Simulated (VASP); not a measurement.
BAs:

```
CELL_PARAMETERS angstrom
2.93437 0.00000 0.00000
0.00000 2.93437 0.00000
0.00000 0.00000 2.93437
ATOMIC_POSITIONS crystal
B 0.50000 0.50000 0.50000
As 0.00000 0.00000 0.00000
```

| Property | Result |
| --- | --- |
| Program | VASP 6.6.1 |
| Task | relaxation of cell and atoms |
| Functional | PBE0 |
| Potentials or basis | VASP PAW PBE potentials, release 64 (B, As) |
| Cutoff | 600 eV |
| k mesh | 5 × 5 × 5 |
| Occupations | fermi-dirac, width 0.05 eV |
| Spin | no spin polarisation |

At the start: pressure -7.1 GPa; volume 12.63 Å³/atom.

Problem. Where does the relaxation end?

Solution. Over 4 steps the energy falls by 20.5 meV/atom and the volume is 11.85 Å³/atom (-6.2 %); space group Pm-3m (No. 221, to 0.1 Å) before and after.

Step by step:
```
step  energy change (eV)  largest force (eV/Å)  pressure (GPa)  volume (Å³)
   1              0.0000                0.0000           -7.15        25.27
   2             -0.0373                0.0000            2.74        23.26
   3             -0.0409                0.0000            0.23        23.66
   4             -0.0409                0.0000           -0.05        23.70
```

Final structure:
```xyz
2
Lattice="2.8726 0.0000 0.0000 0.0000 2.8726 0.0000 0.0000 0.0000 2.8726" Properties=species:S:1:pos:R:3 pbc="T T T"
B     1.4363    1.4363    1.4363
As    0.0000    0.0000    0.0000
```

Caveat: the k points lie up to 0.44 Å⁻¹ apart in the final cell, too coarse for converged energies and pressures of a metal; the PAW data sets were made with another functional, which shifts forces and pressure a little.
